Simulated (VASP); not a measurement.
Ta3Cr, 4 atoms in the cell. Symmetry: Pm-3m, No. 221, cubic system. The conventional cell has a = 4.098 Å, b = 4.098 Å, c = 4.098 Å, α = 90.00°, β = 90.00°, γ = 90.00°. Ta (site symmetry 4/mmm) has 8 Ta at 2.90 Å and 4 Cr at 2.90 Å within 3.8 Å. Cr (site symmetry m-3m) has 12 Ta at 2.90 Å within 3.8 Å. 

```yaml
Program: VASP 6.6.1
Task: single point
Functional: PBE
Potentials_or_basis: VASP PAW PBE potentials, release 64 (Ta_pv, Cr_pv)
Cutoff: 520 eV
k_mesh: 12 × 12 × 12
Occupations: gaussian, width 0.1 eV
Spin: no spin polarisation
Dipole_correction: no
Further_INCAR_settings: ALGO = Fast; EDIFF = 1e-06; NBANDS = 30
```

Potentials or basis: VASP PAW PBE potentials, release 64 (Ta_pv, Cr_pv).

Command:

```bash
$ cat potpaw_PBE.64/Ta_pv/POTCAR potpaw_PBE.64/Cr_pv/POTCAR > POTCAR
$ mpirun -np 1 vasp_std > vasp.out
```

Hardware: 1 thread of Intel Xeon 6975P-C, with other jobs on the host.

Question: How long does it take, and how much memory?

Answer: Wall time 3.6 min on 1 thread of Intel Xeon 6975P-C, with other jobs on the host, peak memory 0.27 GiB. Counts: scf iterations 18, k points 84.
